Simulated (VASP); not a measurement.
# RbBr (R-3m) in VASP: settings compared

The runs below take RbBr through single point, with PBE, r2SCAN.

Everything below comes from runs of VASP 6.6.1. Logs are shortened: lines on timing, memory, paths and dates and some standing lists are left out, and cuts for length are marked.

**1. The cell of the first run**

The structure is trigonal, space group R-3m (No. 166). Conventional cell: a = 4.894 Å, b = 4.894 Å, c = 11.303 Å, α = 90.00°, β = 90.00°, γ = 120.00°. Rb (site symmetry -3m) has 6 Br at 3.40 Å within 4.5 Å. Br (site symmetry -3m) has 6 Rb at 3.40 Å within 4.5 Å.

**2. Single point, PBE (strain along [111] -5.7%)**

INCAR reads:

```
SYSTEM = RbBr
PREC = Accurate
ENCUT = 520
EDIFF = 1E-6
ISMEAR = -1
SIGMA = 0.02
LREAL = .False.
LASPH = .True.
NELM = 60
ALGO = Normal
ISIF = 2
LWAVE = .False.
LCHARG = .True.
GGA = PE
LELF = .True.
LVHAR = .True.
NBANDS = 15
```

KPOINTS reads:

```
regular mesh
0
Gamma
  6 6 6
  0 0 0
```

POSCAR reads:

```
RbBr
1.0
   -0.1319728349      3.3288532558      3.3288532558
    3.3288532558     -0.1319728349      3.3288532558
    3.3288532558      3.3288532558     -0.1319728349
Rb Br
1 1
Direct
    0.0000000000      0.0000000000      0.0000000000
    0.5000000000      0.5000000000      0.5000000000
```

Potentials or basis: VASP PAW PBE potentials, release 64 (Rb_sv, Br).

Command:

```sh
$ cat potpaw_PBE.64/Rb_sv/POTCAR potpaw_PBE.64/Br/POTCAR > POTCAR
$ mpirun -np 1 vasp_std > vasp.out
```

OUTCAR:

```text
SYSTEM = RbBr
   PREC = Accurate
   ENCUT = 520
   EDIFF = 1E-6
   ISMEAR = -1
   LREAL = .False.
   LASPH = .True.
   NELM = 60
   ISIF = 2
   GGA = PE

 ion  position               nearest neighbor table
   1  0.000  0.000  0.000-   2 3.40   2 3.40   2 3.40   2 3.40   2 3.40   2 3.40
   2  0.500  0.500  0.500-   1 3.40   1 3.40   1 3.40   1 3.40   1 3.40   1 3.40

  LATTYP: Found a trigonal (rhomboedric) cell.
 ALAT       =     4.7095588781
 COS(alpha) =     0.4599933713

  Lattice vectors:

 A1 = (  -0.1319728349,   3.3288532558,   3.3288532558)
 A2 = (   3.3288532558,  -0.1319728349,   3.3288532558)
 A3 = (   3.3288532558,   3.3288532558,  -0.1319728349)

Analysis of symmetry for initial positions (statically):
=====================================================================
 Subroutine PRICEL returns:
 Original cell was already a primitive cell.

 Routine SETGRP: Setting up the symmetry group for a
 trigonal (rhombohedral) supercell.

 Subroutine GETGRP returns: Found 12 space group operations
 (whereof 12 operations were pure point group operations)
 out of a pool of 12 trial point group operations.

The static configuration has the point symmetry D_3d.

Analysis of symmetry for dynamics (positions and initial velocities):
=====================================================================
 Subroutine PRICEL returns:
 Original cell was already a primitive cell.

 Routine SETGRP: Setting up the symmetry group for a
 trigonal (rhombohedral) supercell.

 Subroutine GETGRP returns: Found 12 space group operations
 (whereof 12 operations were pure point group operations)
 out of a pool of 12 trial point group operations.

The dynamic configuration has the point symmetry D_3d.

 Subroutine INISYM returns: Found 12 space group operations
 (whereof 12 operations are pure point group operations),
 and found     1 'primitive' translations

----------------------------------------------------------------------------------------

                                     Primitive cell

  volume of cell :      78.1608

  direct lattice vectors                    reciprocal lattice vectors
    -0.131972835  3.328853256  3.328853256    -0.141552411  0.147395943  0.147395943
     3.328853256 -0.131972835  3.328853256     0.147395943 -0.141552411  0.147395943
     3.328853256  3.328853256 -0.131972835     0.147395943  0.147395943 -0.141552411

  length of vectors
     4.709558878  4.709558878  4.709558878     0.251968674  0.251968674  0.251968674

  position of ions in fractional coordinates (direct lattice)
     0.000000000  0.000000000  0.000000000
     0.500000000  0.500000000  0.500000000

  ion indices of the primitive-cell ions
   primitive index   ion index
                 1           1
                 2           2

----------------------------------------------------------------------------------------

 KPOINTS: regular mesh

Automatic generation of k-mesh.
 Grid dimensions read from file:
 generate k-points for:    6    6    6

 Generating k-lattice:

  Cartesian coordinates                     Fractional coordinates (reciprocal lattice)
    -0.023592068  0.024565990  0.024565990     0.166666667  0.000000000 -0.000000000
     0.024565990 -0.023592068  0.024565990     0.000000000  0.166666667 -0.000000000
     0.024565990  0.024565990 -0.023592068     0.000000000  0.000000000  0.166666667

  Length of vectors
     0.041994779  0.041994779  0.041994779

  Shift w.r.t. Gamma in fractional coordinates (k-lattice)
     0.000000000  0.000000000  0.000000000

 Subroutine IBZKPT returns following result:
 ===========================================

 Found     32 irreducible k-points:

 Following reciprocal coordinates:
            Coordinates               Weight
  0.000000  0.000000  0.000000      1.000000
  0.166667  0.000000 -0.000000      6.000000
  0.333333  0.000000 -0.000000      6.000000
  0.500000  0.000000  0.000000      3.000000
  0.166667  0.166667  0.000000      6.000000
  0.333333  0.166667 -0.000000     12.000000
[... 16 lines left out ...]
  0.500000  0.500000  0.166667      6.000000
 -0.333333  0.500000  0.166667     12.000000
 [... further k-points ...]
   k-points           NKPTS =     32   k-points in BZ     NKDIM =     32   number of bands    NBANDS=     15
   number of dos      NEDOS =    301   number of ions     NIONS =      2
   total plane-waves  NPLWV =  46656
   dimension x,y,z NGX =    36 NGY =   36 NGZ =   36
   dimension x,y,z NGXF=    72 NGYF=   72 NGZF=   72
   ions per type =               1   1
   NGX,Y,Z   is equivalent  to a cutoff of  12.71, 12.71, 12.71 a.u.
   NGXF,Y,Z  is equivalent  to a cutoff of  25.42, 25.42, 25.42 a.u.
 SYSTEM =  RbBr
   PREC   = accura    normal or accurate (medium, high low for compatibility)
   ISTART =      0    job   : 0-new  1-cont  2-samecut
   ICHARG =      2    charge: 1-file 2-atom 10-const
   ISPIN  =      1    spin polarized calculation?
   LNONCOLLINEAR =      F non collinear calculations
   LSORBIT =      F    spin-orbit coupling
   LASPH  =      T    aspherical Exc in radial PAW
   ENCUT  =  520.0 eV  38.22 Ry    6.18 a.u.   8.76  8.76  8.76*2*pi/ulx,y,z
   NELM   =     60;   NELMIN=  2; NELMDL= -5     # of ELM steps
   EDIFF  = 0.1E-05   stopping-criterion for ELM
   LREAL  =      F    real-space projection
   EDIFFG = 0.1E-04   stopping-criterion for IOM
   NSW    =      0    number of steps for IOM
   IBRION =     -1    ionic relax: 0-MD 1-quasi-New 2-CG
   NFREE  =      0    steps in history (QN), initial steepest desc. (CG)
   ISIF   =      2    stress and relaxation
   ISYM   =      2    0-nonsym 1-usesym 2-fastsym
   POTIM  = 0.5000    time-step for ionic-motion
   TEBEG  =    0.0;   TEEND  =   0.0 temperature during run
   PSTRESS=    0.0 pullay stress
   NELECT =      16.0000    total number of electrons
   NUPDOWN=      -1.0000    fix difference up-down
   EMIN   =  10.00;   EMAX   =-10.00  energy-range for DOS
   EFERMI =   0.00;   METHOD = LEGACY
   ISMEAR =    -1;   SIGMA  =   0.02  broadening in eV -4-tet -1-fermi 0-gaus
   EFERMI_NEDOS =   21; number of points for ismear=-14 and -15
   IALGO  =     38    algorithm
   IMIX   =      4    mixing-type and parameters
     AMIX     =   0.40;   BMIX     =  1.00
     AMIX_MAG =   1.60;   BMIX_MAG =  1.00
  volume/ion in A,a.u.               =      39.08       263.73
  Fermi-wavevector in a.u.,A,eV,Ry     =   0.964832  1.823269 12.665683  0.930901
  Thomas-Fermi vector in A             =   2.094497
   LORBIT       =      0    0 simple, 1 ext, 2 COOP (PROOUT), +10 PAW based schemes
   GGA     = PE    functional components
   LHFCALC =     F    Hartree Fock is set to
   AEXX    =    0.0000 exact exchange contribution
   IVDW    =     0    specifies the selected vdW correction
   LEPSILON=     F    determine dielectric tensor
   LRPA    =     F    only Hartree local field effects (RPA)
 non-spin polarized calculation
  energy-cutoff  :      520.00
  volume of cell :       78.16
 maximum number of plane-waves:      2123
   NGX = 17   NGY = 17   NGZ = 17

 number of electron      16.0000000 magnetization

 Free energy of the ion-electron system (eV)
  ---------------------------------------------------
  ext. energy  EPLUGINS =         0.00000000
  ---------------------------------------------------
  free energy    TOTEN  =        -6.07515796 eV

  energy without entropy =       -6.07515796  energy(sigma->0) =       -6.07515796

 E-fermi :  -1.1723     XC(G=0):  -7.3529

 val. band max:       -1.5706976361   @ k =   0.0000   0.0000   0.0000
 cond. band min:       2.7943259036   @ k =   0.0000   0.0000   0.0000
 fundamental gap:      4.3650235397
 Fermi energy:        -1.1723231219

 k-point     1 :       0.0000    0.0000    0.0000
  band No.  band energies     occupation
      1     -26.0009      2.00000
      2     -13.8432      2.00000
      3     -10.0802      2.00000
      4     -10.0802      2.00000
      5     -10.0760      2.00000
      6      -1.6574      2.00000
      7      -1.6574      2.00000
      8      -1.5707      2.00000
      9       2.7943      0.00000
     10       5.4918      0.00000
     11       5.4918      0.00000
     12       5.9926      0.00000
     13       6.5762      0.00000
     14       6.5762      0.00000
     15       9.4366      0.00000

 k-point     2 :       0.1667    0.0000   -0.0000
  band No.  band energies     occupation
      1     -25.9983      2.00000
      2     -13.8571      2.00000
      3     -10.0807      2.00000
      4     -10.0799      2.00000
      5     -10.0621      2.00000
      6      -1.9654      2.00000
      7      -1.7578      2.00000
      8      -1.6740      2.00000
      9       3.4413      0.00000
     10       5.4572      0.00000
     11       5.8159      0.00000
     12       6.2723      0.00000
     13       6.9849      0.00000
     14       7.0090      0.00000
     15      10.3824      0.00000

 k-point     3 :       0.3333    0.0000   -0.0000
  band No.  band energies     occupation
      1     -25.9930      2.00000
      2     -13.8845      2.00000
      3     -10.0899      2.00000
      4     -10.0792      2.00000
      5     -10.0260      2.00000
      6      -2.4682      2.00000
      7      -1.9454      2.00000
      8      -1.8495      2.00000
      9       4.6926      0.00000
     10       5.6754      0.00000
     11       6.7156      0.00000
     12       7.1911      0.00000
     13       7.9978      0.00000
     14       8.1100      0.00000
     15      10.0196      0.00000
[... 343 lines left out ...]
 k-point    23 :       0.5000    0.5000    0.1667
  band No.  band energies     occupation
      1     -25.9867      2.00000
      2     -13.8067      2.00000
      3     -10.2360      2.00000
      4     -10.1491      2.00000
      5     -10.1316      2.00000
      6      -2.1974      2.00000
      7      -1.9156      2.00000
      8      -1.9001      2.00000
      9       4.3735      0.00000
     10       5.8005      0.00000
     11       7.3644      0.00000
     12       7.8257      0.00000
     13       7.9742      0.00000
     14       8.9728      0.00000
     15       9.4777      0.00000

 k-point    24 :      -0.3333    0.5000    0.1667
  band No.  band energies     occupation
      1     -25.9864      2.00000
      2     -13.8075      2.00000
      3     -10.2579      2.00000
      4     -10.1869      2.00000
      5     -10.0824      2.00000
      6      -2.0733      2.00000
      7      -2.0619      2.00000
      8      -1.8948      2.00000
      9       4.6713      0.00000
     10       6.3435      0.00000
     11       6.4180      0.00000
     12       7.3981      0.00000
     13       8.4282      0.00000
     14       9.3675      0.00000
     15       9.8640      0.00000

 [... further k-points ...]
[... 5 lines left out ...]
  --------------------------------------------------------------------------------------
  -------------------------------------------------------------------------------------
  Total        0.7421050      0.7421050      0.7421050      0.0546342      0.0546342      0.0546342
  in kB       15.2120257     15.2120257     15.2120257      1.1199191      1.1199191      1.1199191
  external PRESSURE =      15.2120257 kB  Pullay stress =       0.0000000 kB

 VOLUME and BASIS-vectors are now :
 -----------------------------------------------------------------------------
  energy-cutoff  :      520.00
  volume of cell :       78.16
      direct lattice vectors                 reciprocal lattice vectors
    -0.131972835  3.328853256  3.328853256    -0.141552411  0.147395943  0.147395943
     3.328853256 -0.131972835  3.328853256     0.147395943 -0.141552411  0.147395943
     3.328853256  3.328853256 -0.131972835     0.147395943  0.147395943 -0.141552411

 POSITION                                       TOTAL-FORCE (eV/Angst)
 -----------------------------------------------------------------------------------
      0.00000      0.00000      0.00000        -0.000000      0.000000     -0.000000
      3.26287      3.26287      3.26287         0.000000     -0.000000      0.000000
 -----------------------------------------------------------------------------------
    total drift:                                0.000000      0.000000      0.000000

  FREE ENERGIE OF THE ION-ELECTRON SYSTEM (eV)
  ---------------------------------------------------
  free  energy   TOTEN  =        -6.0751579582 eV

  energy  without entropy=       -6.0751579582  energy(sigma->0) =       -6.07515796
```

Wall time 20 s (1 thread of AMD EPYC 9R45 (Zen 5), shared host); peak memory 0.18 GiB.

Results:

```yaml
Free_energy: -6.0752 eV
Pressure: 1.5 GPa
Band_gap_on_the_k_mesh: 4.37 eV, direct
```

Stress tensor (GPa, compression positive):
```
1.52 0.11 0.11
0.11 1.52 0.11
0.11 0.11 1.52
```

Levels at points of the mesh, in eV from the valence-band top:
```
           k point  band 6  band 7  band 8  band 9  band 10  band 11
(0.00, 0.00, 0.00)   -0.09   -0.09    0.00    4.37     7.06     7.06
(0.50, 0.00, 0.00)   -1.11   -0.46   -0.36    6.82     7.67     9.23
(0.50, 0.50, 0.00)   -0.55   -0.26   -0.18    5.51     7.17     9.17
(0.50, 0.50, 0.50)   -1.09   -0.53   -0.53    6.85     7.90     9.65
```

Caveat: the cell differs from its parent crystal (strain along [111] -5.7%).

**3. Single point, r2SCAN (strain along [111] -5.7%)**

POSCAR is that of step 2.

INCAR.step1 reads:

```
SYSTEM = RbBr
  PREC = Accurate
  ENCUT = 520
  ISMEAR = 0
  SIGMA = 0.01
  LREAL = .False.
  LASPH = .True.
  NELM = 60
  NBANDS = 15
  GGA = PE
  ALGO = Normal
  EDIFF = 1E-4
  LWAVE = .True.
  LCHARG = .False.
```

INCAR.step2 reads:

```
SYSTEM = RbBr
  PREC = Accurate
  ENCUT = 520
  EDIFF = 1E-6
  ISMEAR = 0
  SIGMA = 0.01
  LREAL = .False.
  LASPH = .True.
  NELM = 60
  ALGO = Normal
  ISIF = 2
  LWAVE = .False.
  LCHARG = .True.
  METAGGA = R2SCAN
  LMIXTAU = .True.
  LELF = .True.
  LVHAR = .True.
  NBANDS = 15
  ISTART = 1
```

KPOINTS is that of step 2.

Potentials or basis: VASP PAW PBE potentials, release 64 (Rb_sv, Br).

Command:

```sh
$ cat potpaw_PBE.64/Rb_sv/POTCAR potpaw_PBE.64/Br/POTCAR > POTCAR
$ cp INCAR.step1 INCAR
$ mpirun -np 1 vasp_std > vasp.out
$ cp INCAR.step2 INCAR
$ mpirun -np 1 vasp_std > vasp.out
```

It took 92 s on 1 thread of AMD EPYC 9R45 (Zen 5), shared host; peak memory 0.2 GiB.

It converged, with:

```yaml
Free_energy: -31.1373 eV
Pressure: 1.0 GPa
Band_gap_on_the_k_mesh: 4.98 eV, direct
```

Stress tensor (GPa, compression positive):
```
0.98 0.11 0.11
0.11 0.98 0.11
0.11 0.11 0.98
```

Levels at points of the mesh, in eV from the valence-band top:
| k point | band 6 | band 7 | band 8 | band 9 | band 10 | band 11 |
| --- | --- | --- | --- | --- | --- | --- |
| (0.00, 0.00, 0.00) | -0.09 | -0.09 | 0.00 | 4.98 | 7.65 | 7.65 |
| (0.50, 0.00, 0.00) | -1.09 | -0.46 | -0.35 | 7.30 | 8.22 | 9.94 |
| (0.50, 0.50, 0.00) | -0.56 | -0.26 | -0.18 | 5.96 | 7.99 | 9.81 |
| (0.50, 0.50, 0.50) | -1.07 | -0.52 | -0.52 | 7.31 | 8.46 | 10.40 |

Caveat: the cell differs from its parent crystal (strain along [111] -5.7%); the PAW data sets were made with another functional, which shifts forces and pressure a little.
